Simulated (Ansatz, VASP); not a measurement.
# C in VASP and in Ansatz

```
CELL_PARAMETERS angstrom
0.00000 2.16517 3.38246
1.25089 0.00000 3.38246
1.25089 2.16517 0.00000
ATOMIC_POSITIONS crystal
C 0.16671 0.83329 0.16671
C 0.83329 0.16671 0.83329
```

Alike in both runs: task single point; functional PBEsol; dispersion D3(BJ); k mesh 16 × 16 × 16; occupations gaussian, width 0.03 eV; no spin polarisation.

```csv
,VASP,Ansatz
version,VASP 6.6.1,Ansatz 0.2.0
potentials or method,"VASP PAW PBE potentials, release 64 (C), cutoff 520 eV","scalar-relativistic, plane waves, PAW"
valence electrons in the cell,8,8
```

|  | VASP | Ansatz | Ansatz less VASP |
| --- | --- | --- | --- |
| gap on the k mesh at the Fermi level (eV) | 0.18 | 0.18 | +0.001 |
| least direct gap on the mesh (eV) | 0.21 | 0.21 | +0.001 |
| pressure (GPa) | -13.4 | -14.0 | -0.66 |
| traceless stress, the component that is largest in VASP (GPa) | 12.96 | 13.70 | +0.745 |
| rms of the force components (eV/Å) | 0.015 | 0.015 | +0.0001 |

VASP's potentials were made for PBE, not for PBEsol, and Ansatz warns of the same on its side. Atom by atom the forces differ by 0.000 eV/Å (rms over components).
